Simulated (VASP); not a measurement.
# Ga3Sb5 (P4/mmm) in VASP: relaxation of cell and atoms with PBE

Aim: the relaxation of cell and atoms of Ga3Sb5 with PBE.

Everything below comes from runs of VASP 6.6.1. Logs are shortened: lines on timing, memory, paths and dates and some standing lists are left out, and cuts for length are marked.

### 1 The cell of the first run

It takes space group P4/mmm (No. 123, tetragonal). Conventional cell: a = 5.926 Å, b = 5.926 Å, c = 5.926 Å, α = 90.00°, β = 90.00°, γ = 90.00°. Within 3.9 Å of Sb (site symmetry mmm) lie 2 Sb at 2.96 Å and 4 Ga at 2.96 Å. Sb (site symmetry mmm) has 4 Sb at 2.96 Å and 2 Ga at 2.96 Å within 3.9 Å. Within 3.9 Å of Sb (site symmetry 4/mmm) lie 4 Sb at 2.96 Å and 2 Ga at 2.96 Å. Within 3.9 Å of Ga (site symmetry 4/mmm) lie 6 Sb at 2.96 Å. Ga (site symmetry 4/mmm) has 4 Sb at 2.96 Å and 2 Ga at 2.96 Å within 3.9 Å. Within 3.9 Å of Ga (site symmetry 4/mmm) lie 4 Sb at 2.96 Å and 2 Ga at 2.96 Å.

### 2 Relaxation of cell and atoms, PBE

File INCAR:

```
SYSTEM = Ga3Sb5
ALGO     = Normal         ! electronic algorithm
EDIFF    = 1E-6           ! SCF threshold, eV
EDIFFG   = -0.015         ! ionic threshold
ENCUT    = 600            ! plane-wave cutoff, eV
GGA      = PE             ! functional
IBRION   = 2              ! ionic algorithm
ISIF     = 3              ! what is computed and relaxed
ISMEAR   = 0              ! smearing method
LASPH    = .TRUE.         ! aspherical terms in the spheres
LCHARG   = .FALSE.        ! write CHGCAR
LREAL    = .FALSE.        ! projectors in reciprocal space
LWAVE    = .FALSE.        ! write WAVECAR
NELM     = 80             ! most SCF steps
NSW      = 80             ! ionic steps
PREC     = Accurate       ! precision mode
SIGMA    = 0.1            ! smearing width, eV
```

File KPOINTS:

```
k-points
0
G
  6 6 6
  0 0 0
```

File POSCAR:

```
Ga3Sb5
1.0
   -5.9256002623      0.0000000000      0.0000000000
    0.0000000000      0.0000000000      5.9256002623
    0.0000000000      5.9256002623      0.0000000000
Sb Ga
5 3
Direct
    0.5000000000      0.0000000000      0.0000000000
    0.5000000000      0.0000000000      0.5000000000
    0.5000000000      0.5000000000      0.5000000000
    0.0000000000      0.5000000000      0.0000000000
    0.0000000000      0.5000000000      0.5000000000
    0.5000000000      0.5000000000      0.0000000000
    0.0000000000      0.0000000000      0.0000000000
    0.0000000000      0.0000000000      0.5000000000
```

Potentials or basis: VASP PAW PBE potentials, release 64 (Sb, Ga_d).

Started as:

```console
> cat potpaw_PBE.64/Sb/POTCAR potpaw_PBE.64/Ga_d/POTCAR > POTCAR
> mpirun -np 1 vasp_std > vasp.out
```

OUTCAR:

```text
SYSTEM = Ga3Sb5
   EDIFF = 1E-6
   EDIFFG = -0.015
   ENCUT = 600
   GGA = PE
   IBRION = 2
   ISIF = 3
   ISMEAR = 0
   LASPH = .TRUE.
   LREAL = .FALSE.
   NELM = 80
   NSW = 80
   PREC = Accurate

 ion  position               nearest neighbor table
   1  0.500  0.000  0.000-   2 2.96   6 2.96   7 2.96   2 2.96   6 2.96   7 2.96
   2  0.500  0.000  0.500-   1 2.96   3 2.96   8 2.96   1 2.96   3 2.96   8 2.96
   3  0.500  0.500  0.500-   2 2.96   5 2.96   6 2.96   6 2.96   2 2.96   5 2.96
   4  0.000  0.500  0.000-   5 2.96   6 2.96   7 2.96   5 2.96   7 2.96   6 2.96
   5  0.000  0.500  0.500-   3 2.96   4 2.96   8 2.96   4 2.96   8 2.96   3 2.96
   6  0.500  0.500  0.000-   1 2.96   3 2.96   4 2.96   3 2.96   1 2.96   4 2.96
   7  0.000  0.000  0.000-   1 2.96   4 2.96   4 2.96   1 2.96
   8  0.000  0.000  0.500-   2 2.96   5 2.96   5 2.96   2 2.96

  LATTYP: Found a simple cubic cell.
 ALAT       =     5.9256002623

  Lattice vectors:

 A1 = (  -5.9256002623,   0.0000000000,   0.0000000000)
 A2 = (   0.0000000000,   0.0000000000,   5.9256002623)
 A3 = (   0.0000000000,   5.9256002623,   0.0000000000)

Analysis of symmetry for initial positions (statically):
=====================================================================
 Subroutine PRICEL returns:
 Original cell was already a primitive cell.

 Routine SETGRP: Setting up the symmetry group for a
 simple cubic supercell.

 Subroutine GETGRP returns: Found 16 space group operations
 (whereof 16 operations were pure point group operations)
 out of a pool of 48 trial point group operations.

The static configuration has the point symmetry D_4h.

Analysis of symmetry for dynamics (positions and initial velocities):
=====================================================================
 Subroutine PRICEL returns:
 Original cell was already a primitive cell.

 Routine SETGRP: Setting up the symmetry group for a
 simple cubic supercell.

 Subroutine GETGRP returns: Found 16 space group operations
 (whereof 16 operations were pure point group operations)
 out of a pool of 48 trial point group operations.

The dynamic configuration has the point symmetry D_4h.

 Subroutine INISYM returns: Found 16 space group operations
 (whereof 16 operations are pure point group operations),
 and found     1 'primitive' translations

----------------------------------------------------------------------------------------

                                     Primitive cell

  volume of cell :     208.0641

  direct lattice vectors                    reciprocal lattice vectors
    -5.925600262  0.000000000  0.000000000    -0.168759274  0.000000000  0.000000000
     0.000000000  0.000000000  5.925600262     0.000000000  0.000000000  0.168759274
     0.000000000  5.925600262  0.000000000     0.000000000  0.168759274  0.000000000

  length of vectors
     5.925600262  5.925600262  5.925600262     0.168759274  0.168759274  0.168759274

  position of ions in fractional coordinates (direct lattice)
     0.500000000  0.000000000  0.000000000
     0.500000000  0.000000000  0.500000000
     0.500000000  0.500000000  0.500000000
     0.000000000  0.500000000  0.000000000
     0.000000000  0.500000000  0.500000000
     0.500000000  0.500000000  0.000000000
     0.000000000  0.000000000  0.000000000
     0.000000000  0.000000000  0.500000000

  ion indices of the primitive-cell ions
   primitive index   ion index
                 1           1
                 2           2
                 3           3
                 4           4
                 5           5
                 6           6
                 7           7
                 8           8

----------------------------------------------------------------------------------------

 KPOINTS: k-points

Automatic generation of k-mesh.
 Grid dimensions read from file:
 generate k-points for:    6    6    6

 Generating k-lattice:

  Cartesian coordinates                     Fractional coordinates (reciprocal lattice)
    -0.028126546  0.000000000  0.000000000     0.166666667  0.000000000  0.000000000
     0.000000000  0.000000000  0.028126546     0.000000000  0.166666667  0.000000000
     0.000000000  0.028126546  0.000000000     0.000000000  0.000000000  0.166666667

  Length of vectors
     0.028126546  0.028126546  0.028126546

  Shift w.r.t. Gamma in fractional coordinates (k-lattice)
     0.000000000  0.000000000  0.000000000

 Subroutine IBZKPT returns following result:
 ===========================================

 Found     40 irreducible k-points:

 Following reciprocal coordinates:
            Coordinates               Weight
  0.000000  0.000000  0.000000      1.000000
  0.166667  0.000000  0.000000      4.000000
  0.000000  0.000000  0.166667      2.000000
  0.333333  0.000000  0.000000      4.000000
  0.000000  0.000000  0.333333      2.000000
  0.500000  0.000000  0.000000      2.000000
[... 16 lines left out ...]
  0.166667  0.166667  0.166667      8.000000
  0.333333  0.166667  0.166667     16.000000
 [... further k-points ...]
   k-points           NKPTS =     40   k-points in BZ     NKDIM =     40   number of bands    NBANDS=     38
   number of dos      NEDOS =    301   number of ions     NIONS =      8
   total plane-waves  NPLWV = 110592
   dimension x,y,z NGX =    48 NGY =   48 NGZ =   48
   dimension x,y,z NGXF=    96 NGYF=   96 NGZF=   96
   ions per type =               5   3
   NGX,Y,Z   is equivalent  to a cutoff of  13.47, 13.47, 13.47 a.u.
   NGXF,Y,Z  is equivalent  to a cutoff of  26.93, 26.93, 26.93 a.u.
 SYSTEM =  Ga3Sb5
   PREC   = accura    normal or accurate (medium, high low for compatibility)
   ISTART =      0    job   : 0-new  1-cont  2-samecut
   ICHARG =      2    charge: 1-file 2-atom 10-const
   ISPIN  =      1    spin polarized calculation?
   LNONCOLLINEAR =      F non collinear calculations
   LSORBIT =      F    spin-orbit coupling
   LASPH  =      T    aspherical Exc in radial PAW
   ENCUT  =  600.0 eV  44.10 Ry    6.64 a.u.  11.83 11.83 11.83*2*pi/ulx,y,z
   NELM   =     80;   NELMIN=  2; NELMDL= -5     # of ELM steps
   EDIFF  = 0.1E-05   stopping-criterion for ELM
   LREAL  =      F    real-space projection
   EDIFFG = -.1E-01   stopping-criterion for IOM
   NSW    =     80    number of steps for IOM
   IBRION =      2    ionic relax: 0-MD 1-quasi-New 2-CG
   NFREE  =      1    steps in history (QN), initial steepest desc. (CG)
   ISIF   =      3    stress and relaxation
   ISYM   =      2    0-nonsym 1-usesym 2-fastsym
   POTIM  = 0.5000    time-step for ionic-motion
   TEBEG  =    0.0;   TEEND  =   0.0 temperature during run
   PSTRESS=    0.0 pullay stress
   NELECT =      64.0000    total number of electrons
   NUPDOWN=      -1.0000    fix difference up-down
   EMIN   =  10.00;   EMAX   =-10.00  energy-range for DOS
   EFERMI =   0.00;   METHOD = LEGACY
   ISMEAR =     0;   SIGMA  =   0.10  broadening in eV -4-tet -1-fermi 0-gaus
   EFERMI_NEDOS =   21; number of points for ismear=-14 and -15
   IALGO  =     38    algorithm
   IMIX   =      4    mixing-type and parameters
     AMIX     =   0.40;   BMIX     =  1.00
     AMIX_MAG =   1.60;   BMIX_MAG =  1.00
  volume/ion in A,a.u.               =      26.01       175.51
  Fermi-wavevector in a.u.,A,eV,Ry     =   1.105102  2.088340 16.616129  1.221251
  Thomas-Fermi vector in A             =   2.241585
   LORBIT       =      0    0 simple, 1 ext, 2 COOP (PROOUT), +10 PAW based schemes
   GGA     = PE    functional components
   LHFCALC =     F    Hartree Fock is set to
   AEXX    =    0.0000 exact exchange contribution
   IVDW    =     0    specifies the selected vdW correction
   LEPSILON=     F    determine dielectric tensor
   LRPA    =     F    only Hartree local field effects (RPA)
 conjugate gradient relaxation of ions
 non-spin polarized calculation
 Gauss-broadening in eV      SIGMA  =   0.10
  energy-cutoff  :      600.00
  volume of cell :      208.06
 maximum number of plane-waves:      6979
 NGX is ok and might be reduce to    48
   NGX = 23   NGY = 23   NGZ = 23

--------------------------------------- Ionic step        1  -------------------------------------------

 number of electron      63.9999948 magnetization

 Free energy of the ion-electron system (eV)
  ---------------------------------------------------
  ext. energy  EPLUGINS =         0.00000000
  ---------------------------------------------------
  free energy    TOTEN  =       -28.62486774 eV

  energy without entropy =      -28.60163080  energy(sigma->0) =      -28.61324927

------------------------ aborting loop because EDIFF is reached ----------------------------------------

  FORCE on cell =-STRESS in cart. coord.  units (eV):
  Direction    XX          YY          ZZ          XY          YZ          ZX
  --------------------------------------------------------------------------------------
  -------------------------------------------------------------------------------------
  Total        1.2446978      1.4691801      1.2446978     -0.0000000     -0.0000000      0.0000000
  in kB        9.5846767     11.3132809      9.5846767     -0.0000000     -0.0000000      0.0000000
  external PRESSURE =      10.1608781 kB  Pullay stress =       0.0000000 kB
[... 69 lines left out ...]
  energy  without entropy=      -28.6121189624  energy(sigma->0) =      -28.62408023

--------------------------------------- Ionic step        3  -------------------------------------------

 number of electron      63.9999975 magnetization

 Free energy of the ion-electron system (eV)
  ---------------------------------------------------
  ext. energy  EPLUGINS =         0.00000000
  ---------------------------------------------------
  free energy    TOTEN  =       -28.63692973 eV

  energy without entropy =      -28.61317517  energy(sigma->0) =      -28.62505245

 E-fermi :   6.2217     XC(G=0):  -9.8642

 val. band max:        6.1875500739   @ k =   0.0000   0.5000   0.5000
 cond. band min:       6.2363258085   @ k =   0.3333   0.1667   0.1667
 fundamental gap:      0.0487757346
 Fermi energy:         6.2217173630

 k-point     1 :       0.0000    0.0000    0.0000
  band No.  band energies     occupation
      1      -8.5993      2.00000
      2      -8.5859      2.00000
      3      -8.5857      2.00000
      4      -8.5453      2.00000
      5      -8.5453      2.00000
      6      -8.5409      2.00000
[... 973 lines left out ...]
     37       9.9282      0.00000
     38      10.1165      0.00000

 [... further k-points ...]

------------------------ aborting loop because EDIFF is reached ----------------------------------------

  FORCE on cell =-STRESS in cart. coord.  units (eV):
  Direction    XX          YY          ZZ          XY          YZ          ZX
  --------------------------------------------------------------------------------------
  -------------------------------------------------------------------------------------
  Total       -0.0272534      0.0049981     -0.0272534      0.0000000     -0.0000000      0.0000000
  in kB       -0.2059785      0.0377754     -0.2059785      0.0000000     -0.0000000      0.0000000
  external PRESSURE =      -0.1247272 kB  Pullay stress =       0.0000000 kB
[... 23 lines left out ...]
  FREE ENERGIE OF THE ION-ELECTRON SYSTEM (eV)
  ---------------------------------------------------
  free  energy   TOTEN  =       -28.6369297274 eV

  energy  without entropy=      -28.6131751669  energy(sigma->0) =      -28.62505245

 reached required accuracy - stopping structural energy minimisation
```

Run time: 6.4 min. Hardware: 1 thread of Intel Xeon 6975P-C (Granite Rapids), shared host; peak memory 0.54 GiB.

Results:

```
Free energy                           : -28.6369 eV
Relaxed volume                        : 26.50 Å³/atom
Relaxed cell                          : a = 5.961 Å, b = 5.961 Å, c = 5.967 Å, α = 90.00°, β = 90.00°, γ = 90.00°
Space group after relaxing (to 0.1 Å) : P4/mmm (No. 123)
Energy gained by relaxing             : 1.5 meV/atom
Ionic steps                           : 3
Pressure after relaxing               : 0.0 GPa
Band gap on the k mesh                : zero (bands 32 and 33 overlap by 1.55 eV)
```

Step by step:
```csv
step,energy change (eV),largest force (eV/Å),pressure (GPa),volume (Å³)
1,0.0000,0.0000,1.02,208.06
2,-0.0112,0.0000,-0.23,213.07
3,-0.0121,0.0000,-0.01,211.99
```

Final structure:
```cif
data_structure
_symmetry_space_group_name_H-M 'P 1'
_symmetry_Int_Tables_number 1
_cell_length_a 5.9605
_cell_length_b 5.9605
_cell_length_c 5.9668
_cell_angle_alpha 90.000
_cell_angle_beta 90.000
_cell_angle_gamma 90.000
_cell_volume 211.99
loop_
_atom_site_label
_atom_site_type_symbol
_atom_site_fract_x
_atom_site_fract_y
_atom_site_fract_z
_atom_site_occupancy
Sb1 Sb 0.50000 0.00000 0.00000 1
Sb2 Sb 0.50000 0.00000 0.50000 1
Sb3 Sb 0.50000 0.50000 0.50000 1
Sb4 Sb 0.00000 0.50000 0.00000 1
Sb5 Sb 0.00000 0.50000 0.50000 1
Ga1 Ga 0.50000 0.50000 0.00000 1
Ga2 Ga 0.00000 0.00000 0.00000 1
Ga3 Ga 0.00000 0.00000 0.50000 1
```

Caveat: spin-orbit coupling is left out, which moves the levels of the heavy elements. PBE usually gives volumes a little too large and moduli too small.

The gap in the log of VASP goes by the Fermi energy; the results here count the filled bands.